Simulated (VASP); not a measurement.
# MgS (Niningerite) (Fm-3m) in VASP: notebook

The runs below take MgS (Niningerite) through electric field gradients, with PBE.

Everything below comes from runs of VASP 6.6.1. Logs are shortened: lines on timing, memory, paths and dates and some standing lists are left out, and cuts for length are marked.

## 1. The cell of the first run

The structure is cubic, space group Fm-3m (No. 225). The conventional cell has a = 5.203 Å, b = 5.203 Å, c = 5.203 Å, α = 90.00°, β = 90.00°, γ = 90.00°. Within 3.4 Å of Mg (site symmetry m-3m) lie 6 S at 2.60 Å. Within 3.4 Å of S (site symmetry m-3m) lie 6 Mg at 2.60 Å.

## 2. Electric field gradients, PBE

File INCAR:

```
PREC     = Accurate       # precision mode
ENCUT    = 520            # plane-wave cutoff, eV
EDIFF    = 1E-8           # SCF threshold, eV
ISMEAR   = -1             # smearing method
SIGMA    = 0.1            # smearing width, eV
LREAL    = F              # projectors in reciprocal space
LASPH    = T              # aspherical terms in the spheres
NELM     = 100            # most SCF steps
ALGO     = Normal         # electronic algorithm
ISIF     = 2              # what is computed and relaxed
LWAVE    = F              # write WAVECAR
LCHARG   = F              # write CHGCAR
GGA      = PE             # functional
LEFG     = T            
NBANDS   = 11             # bands
```

File KPOINTS:

```
regular mesh
0
Gamma
  9 9 9
```

File POSCAR:

```
MgS
1.0
    0.0000000000      2.6016500000      2.6016500000
    2.6016500000      0.0000000000      2.6016500000
    2.6016500000      2.6016500000      0.0000000000
Mg S
1 1
Direct
    0.0000000000      0.0000000000      0.0000000000
    0.5000000000      0.5000000000      0.5000000000
```

Potentials or basis: VASP PAW PBE potentials, release 64 (Mg, S).

The run is started by

```console
> cat potpaw_PBE.64/Mg/POTCAR potpaw_PBE.64/S/POTCAR > POTCAR
> mpirun -np 1 vasp_std > vasp.out
```

OUTCAR:

```text
PREC = Accurate
   ENCUT = 520
   EDIFF = 1E-8
   ISMEAR = -1
   LREAL = F
   LASPH = T
   NELM = 100
   ISIF = 2
   GGA = PE

 ion  position               nearest neighbor table
   1  0.000  0.000  0.000-   2 2.60   2 2.60   2 2.60   2 2.60   2 2.60   2 2.60
   2  0.500  0.500  0.500-   1 2.60   1 2.60   1 2.60   1 2.60   1 2.60   1 2.60

  LATTYP: Found a face centered cubic cell.
 ALAT       =     5.2033000000

  Lattice vectors:

 A1 = (   0.0000000000,   2.6016500000,   2.6016500000)
 A2 = (   2.6016500000,   0.0000000000,   2.6016500000)
 A3 = (   2.6016500000,   2.6016500000,   0.0000000000)

Analysis of symmetry for initial positions (statically):
=====================================================================
 Subroutine PRICEL returns:
 Original cell was already a primitive cell.

 Routine SETGRP: Setting up the symmetry group for a
 face centered cubic supercell.

 Subroutine GETGRP returns: Found 48 space group operations
 (whereof 48 operations were pure point group operations)
 out of a pool of 48 trial point group operations.

The static configuration has the point symmetry O_h .

Analysis of symmetry for dynamics (positions and initial velocities):
=====================================================================
 Subroutine PRICEL returns:
 Original cell was already a primitive cell.

 Routine SETGRP: Setting up the symmetry group for a
 face centered cubic supercell.

 Subroutine GETGRP returns: Found 48 space group operations
 (whereof 48 operations were pure point group operations)
 out of a pool of 48 trial point group operations.

The dynamic configuration has the point symmetry O_h .

 Subroutine INISYM returns: Found 48 space group operations
 (whereof 48 operations are pure point group operations),
 and found     1 'primitive' translations

----------------------------------------------------------------------------------------

                                     Primitive cell

  volume of cell :      35.2190

  direct lattice vectors                    reciprocal lattice vectors
     0.000000000  2.601650000  2.601650000    -0.192185728  0.192185728  0.192185728
     2.601650000  0.000000000  2.601650000     0.192185728 -0.192185728  0.192185728
     2.601650000  2.601650000  0.000000000     0.192185728  0.192185728 -0.192185728

  length of vectors
     3.679288715  3.679288715  3.679288715     0.332875446  0.332875446  0.332875446

  position of ions in fractional coordinates (direct lattice)
     0.000000000  0.000000000  0.000000000
     0.500000000  0.500000000  0.500000000

  ion indices of the primitive-cell ions
   primitive index   ion index
                 1           1
                 2           2

----------------------------------------------------------------------------------------

 KPOINTS: regular mesh

Automatic generation of k-mesh.
 Grid dimensions read from file:
 generate k-points for:    9    9    9

 Generating k-lattice:

  Cartesian coordinates                     Fractional coordinates (reciprocal lattice)
    -0.021353970  0.021353970  0.021353970     0.111111111  0.000000000  0.000000000
     0.021353970 -0.021353970  0.021353970     0.000000000  0.111111111  0.000000000
     0.021353970  0.021353970 -0.021353970     0.000000000  0.000000000  0.111111111

  Length of vectors
     0.036986161  0.036986161  0.036986161

  Shift w.r.t. Gamma in fractional coordinates (k-lattice)
     0.000000000  0.000000000  0.000000000

 Subroutine IBZKPT returns following result:
 ===========================================

 Found     35 irreducible k-points:

 Following reciprocal coordinates:
            Coordinates               Weight
  0.000000  0.000000  0.000000      1.000000
  0.111111  0.000000  0.000000      8.000000
  0.222222  0.000000  0.000000      8.000000
  0.333333  0.000000  0.000000      8.000000
  0.444444  0.000000  0.000000      8.000000
  0.111111  0.111111  0.000000      6.000000
[... 16 lines left out ...]
 -0.333333  0.333333  0.000000     12.000000
  0.444444  0.444444  0.000000      6.000000
 [... further k-points ...]
   k-points           NKPTS =     35   k-points in BZ     NKDIM =     35   number of bands    NBANDS=     11
   number of dos      NEDOS =    301   number of ions     NIONS =      2
   total plane-waves  NPLWV =  21952
   dimension x,y,z NGX =    28 NGY =   28 NGZ =   28
   dimension x,y,z NGXF=    56 NGYF=   56 NGZF=   56
   ions per type =               1   1
   NGX,Y,Z   is equivalent  to a cutoff of  12.65, 12.65, 12.65 a.u.
   NGXF,Y,Z  is equivalent  to a cutoff of  25.30, 25.30, 25.30 a.u.
 SYSTEM =  unknown system
   PREC   = accura    normal or accurate (medium, high low for compatibility)
   ISTART =      0    job   : 0-new  1-cont  2-samecut
   ICHARG =      2    charge: 1-file 2-atom 10-const
   ISPIN  =      1    spin polarized calculation?
   LNONCOLLINEAR =      F non collinear calculations
   LSORBIT =      F    spin-orbit coupling
   LASPH  =      T    aspherical Exc in radial PAW
   ENCUT  =  520.0 eV  38.22 Ry    6.18 a.u.   6.84  6.84  6.84*2*pi/ulx,y,z
   NELM   =    100;   NELMIN=  2; NELMDL= -5     # of ELM steps
   EDIFF  = 0.1E-07   stopping-criterion for ELM
   LREAL  =      F    real-space projection
   EDIFFG = 0.1E-06   stopping-criterion for IOM
   NSW    =      0    number of steps for IOM
   IBRION =     -1    ionic relax: 0-MD 1-quasi-New 2-CG
   NFREE  =      0    steps in history (QN), initial steepest desc. (CG)
   ISIF   =      2    stress and relaxation
   ISYM   =      2    0-nonsym 1-usesym 2-fastsym
   POTIM  = 0.5000    time-step for ionic-motion
   TEBEG  =    0.0;   TEEND  =   0.0 temperature during run
   PSTRESS=    0.0 pullay stress
   NELECT =       8.0000    total number of electrons
   NUPDOWN=      -1.0000    fix difference up-down
   EMIN   =  10.00;   EMAX   =-10.00  energy-range for DOS
   EFERMI =   0.00;   METHOD = LEGACY
   ISMEAR =    -1;   SIGMA  =   0.10  broadening in eV -4-tet -1-fermi 0-gaus
   EFERMI_NEDOS =   21; number of points for ismear=-14 and -15
   IALGO  =     38    algorithm
   IMIX   =      4    mixing-type and parameters
     AMIX     =   0.40;   BMIX     =  1.00
     AMIX_MAG =   1.60;   BMIX_MAG =  1.00
  volume/ion in A,a.u.               =      17.61       118.83
  Fermi-wavevector in a.u.,A,eV,Ry     =   0.998878  1.887606 13.575323  0.997758
  Thomas-Fermi vector in A             =   2.131131
   LORBIT       =      0    0 simple, 1 ext, 2 COOP (PROOUT), +10 PAW based schemes
   GGA     = PE    functional components
   LHFCALC =     F    Hartree Fock is set to
   AEXX    =    0.0000 exact exchange contribution
   IVDW    =     0    specifies the selected vdW correction
   LEPSILON=     F    determine dielectric tensor
   LRPA    =     F    only Hartree local field effects (RPA)
 non-spin polarized calculation
  energy-cutoff  :      520.00
  volume of cell :       35.22
 maximum number of plane-waves:       958
   NGX = 13   NGY = 13   NGZ = 13

 number of electron       8.0000000 magnetization

 Free energy of the ion-electron system (eV)
  ---------------------------------------------------
  ext. energy  EPLUGINS =         0.00000000
  ---------------------------------------------------
  free energy    TOTEN  =        -8.50202853 eV

  energy without entropy =       -8.50202847  energy(sigma->0) =       -8.50202850

 E-fermi :   5.2310     XC(G=0):  -9.6883

 val. band max:        3.7249576855   @ k =   0.0000   0.0000   0.0000
 cond. band min:       6.6304947972   @ k =   0.4444   0.4444   0.0000
 fundamental gap:      2.9055371117
 Fermi energy:         5.2310261354

 k-point     1 :       0.0000    0.0000    0.0000
  band No.  band energies     occupation
      1      -8.9418      2.00000
      2       3.7250      2.00000
      3       3.7250      2.00000
      4       3.7250      2.00000
      5       7.4353      0.00000
      6      11.6798      0.00000
      7      11.6798      0.00000
      8      11.6798      0.00000
      9      14.0749      0.00000
     10      14.0749      0.00000
     11      16.2634      0.00000
[... 309 lines left out ...]
 k-point    24 :       0.4444    0.4444    0.0000
  band No.  band energies     occupation
      1      -7.3314      2.00000
      2      -0.3721      2.00000
      3       2.0814      2.00000
      4       2.0814      2.00000
      5       6.6305      0.00000
      6       8.1833      0.00000
      7      15.3721      0.00000
      8      16.4282      0.00000
      9      16.7273      0.00000
     10      16.7273      0.00000
     11      19.9794      0.00000

 [... further k-points ...]

------------------------ aborting loop because EDIFF is reached ----------------------------------------

  FORCE on cell =-STRESS in cart. coord.  units (eV):
  Direction    XX          YY          ZZ          XY          YZ          ZX
  --------------------------------------------------------------------------------------
  -------------------------------------------------------------------------------------
  Total        0.1893557      0.1893557      0.1893557     -0.0000000      0.0000000     -0.0000000
  in kB        8.6141490      8.6141490      8.6141490     -0.0000000      0.0000000     -0.0000000
  external PRESSURE =       8.6141490 kB  Pullay stress =       0.0000000 kB

 VOLUME and BASIS-vectors are now :
 -----------------------------------------------------------------------------
  energy-cutoff  :      520.00
  volume of cell :       35.22
      direct lattice vectors                 reciprocal lattice vectors
     0.000000000  2.601650000  2.601650000    -0.192185728  0.192185728  0.192185728
     2.601650000  0.000000000  2.601650000     0.192185728 -0.192185728  0.192185728
     2.601650000  2.601650000  0.000000000     0.192185728  0.192185728 -0.192185728

 POSITION                                       TOTAL-FORCE (eV/Angst)
 -----------------------------------------------------------------------------------
      0.00000      0.00000      0.00000        -0.000000      0.000000     -0.000000
      2.60165      2.60165      2.60165         0.000000     -0.000000      0.000000
 -----------------------------------------------------------------------------------
    total drift:                                0.000000      0.000000      0.000000

  FREE ENERGIE OF THE ION-ELECTRON SYSTEM (eV)
  ---------------------------------------------------
  free  energy   TOTEN  =        -8.5020285256 eV

  energy  without entropy=       -8.5020284721  energy(sigma->0) =       -8.50202850

 Electric field gradients (V/A^2)
---------------------------------------------------------------------
 ion       V_xx      V_yy      V_zz      V_xy      V_xz      V_yz
---------------------------------------------------------------------
   1      -0.000     0.000    -0.000     0.000     0.000     0.000
   2       0.000    -0.000     0.000    -0.000    -0.000    -0.000
---------------------------------------------------------------------

 Electric field gradients after diagonalization (V/A^2)
 (convention: |V_zz| > |V_xx| > |V_yy|)
----------------------------------------------------------------------
 ion       V_xx      V_yy      V_zz     asymmetry (V_yy - V_xx)/ V_zz
----------------------------------------------------------------------
   1      -0.000    -0.000     0.000       0.000
   2       0.000     0.000    -0.001       0.000
----------------------------------------------------------------------

           NMR quadrupolar parameters

 Cq : quadrupolar parameter    Cq=e*Q*V_zz/h
 eta: asymmetry parameters     (V_yy - V_xx)/ V_zz
 Q  : nuclear electric quadrupole moment in mb (millibarn)
----------------------------------------------------------------------
 ion       Cq(MHz)       eta       Q (mb)
----------------------------------------------------------------------
   1       0.000       0.000       1.000
   2      -0.000       0.000       1.000
----------------------------------------------------------------------
```

Wall time 15 s (1 thread of Intel Xeon 6975P-C (Granite Rapids), shared host); peak memory 0.15 GiB.

Results:

```yaml
Free_energy: -8.5020 eV
Pressure: 0.9 GPa
Band_gap_on_the_k_mesh: 2.91 eV, indirect (least direct gap 3.71 eV)
```

Levels at points of the mesh, in eV from the valence-band top:
```
           k point  band 2  band 3  band 4  band 5  band 6  band 7
(0.00, 0.00, 0.00)    0.00    0.00    0.00    3.71    7.95    7.95
```

Caveat: without QUAD_EFG the Cq values of the log hold for a quadrupole moment of 1 mb, not for the nuclei. A k mesh can miss the band edges.

## 3. Electric field gradients, PBE

File INCAR:

```
ALGO = Normal
EDIFF = 1E-8
ENCUT = 520
GGA = PE
ISIF = 2
ISMEAR = -1
LASPH = True
LCHARG = False
LEFG = True
LREAL = False
LWAVE = False
NBANDS = 11
NELM = 60
PREC = Accurate
SIGMA = 0.02
```

File KPOINTS:

```
k-points
0
Gamma
  9 9 9
```

POSCAR is that of step 2.

Potentials or basis: VASP PAW PBE potentials, release 64 (Mg, S).

The run is started by

```console
> cat potpaw_PBE.64/Mg/POTCAR potpaw_PBE.64/S/POTCAR > POTCAR
> mpirun -np 1 vasp_std > vasp.out
```

OUTCAR:

```text
EDIFF = 1E-8
   ENCUT = 520
   GGA = PE
   ISIF = 2
   ISMEAR = -1
   LASPH = True
   LREAL = False
   NELM = 60
   PREC = Accurate

 ion  position               nearest neighbor table
   1  0.000  0.000  0.000-   2 2.60   2 2.60   2 2.60   2 2.60   2 2.60   2 2.60
   2  0.500  0.500  0.500-   1 2.60   1 2.60   1 2.60   1 2.60   1 2.60   1 2.60

  LATTYP: Found a face centered cubic cell.
 ALAT       =     5.2033000000

  Lattice vectors:

 A1 = (   0.0000000000,   2.6016500000,   2.6016500000)
 A2 = (   2.6016500000,   0.0000000000,   2.6016500000)
 A3 = (   2.6016500000,   2.6016500000,   0.0000000000)

Analysis of symmetry for initial positions (statically):
=====================================================================
 Subroutine PRICEL returns:
 Original cell was already a primitive cell.

 Routine SETGRP: Setting up the symmetry group for a
 face centered cubic supercell.

[... 524 lines left out ...]
      direct lattice vectors                 reciprocal lattice vectors
     0.000000000  2.601650000  2.601650000    -0.192185728  0.192185728  0.192185728
     2.601650000  0.000000000  2.601650000     0.192185728 -0.192185728  0.192185728
     2.601650000  2.601650000  0.000000000     0.192185728  0.192185728 -0.192185728

 POSITION                                       TOTAL-FORCE (eV/Angst)
 -----------------------------------------------------------------------------------
      0.00000      0.00000      0.00000        -0.000000      0.000000      0.000000
      2.60165      2.60165      2.60165         0.000000     -0.000000     -0.000000
 -----------------------------------------------------------------------------------
    total drift:                                0.000000      0.000000      0.000000

  FREE ENERGIE OF THE ION-ELECTRON SYSTEM (eV)
  ---------------------------------------------------
  free  energy   TOTEN  =        -8.5020285230 eV

  energy  without entropy=       -8.5020285230  energy(sigma->0) =       -8.50202852

 Electric field gradients (V/A^2)
---------------------------------------------------------------------
 ion       V_xx      V_yy      V_zz      V_xy      V_xz      V_yz
---------------------------------------------------------------------
   1      -0.000     0.000    -0.000     0.000     0.000     0.000
   2       0.000     0.000     0.000    -0.000    -0.000    -0.000
---------------------------------------------------------------------

 Electric field gradients after diagonalization (V/A^2)
 (convention: |V_zz| > |V_xx| > |V_yy|)
----------------------------------------------------------------------
 ion       V_xx      V_yy      V_zz     asymmetry (V_yy - V_xx)/ V_zz
----------------------------------------------------------------------
   1      -0.000    -0.000     0.000       0.000
   2       0.000     0.000    -0.001       0.000
----------------------------------------------------------------------

           NMR quadrupolar parameters

 Cq : quadrupolar parameter    Cq=e*Q*V_zz/h
 eta: asymmetry parameters     (V_yy - V_xx)/ V_zz
 Q  : nuclear electric quadrupole moment in mb (millibarn)
----------------------------------------------------------------------
 ion       Cq(MHz)       eta       Q (mb)
----------------------------------------------------------------------
   1       0.000       0.000       1.000
   2      -0.000       0.000       1.000
----------------------------------------------------------------------
```

Run time: 14 s. Hardware: 1 thread of Intel Xeon 6975P-C (Granite Rapids), shared host; peak memory 0.15 GiB.

What came out:

```yaml
Free_energy: -8.5020 eV
Pressure: 0.9 GPa
Band_gap_on_the_k_mesh: 2.91 eV, indirect (least direct gap 3.71 eV)
```

Caveat: without QUAD_EFG the Cq values of the log hold for a quadrupole moment of 1 mb, not for the nuclei. A k mesh can miss the band edges.

(Part 1 of 2 ends here.)
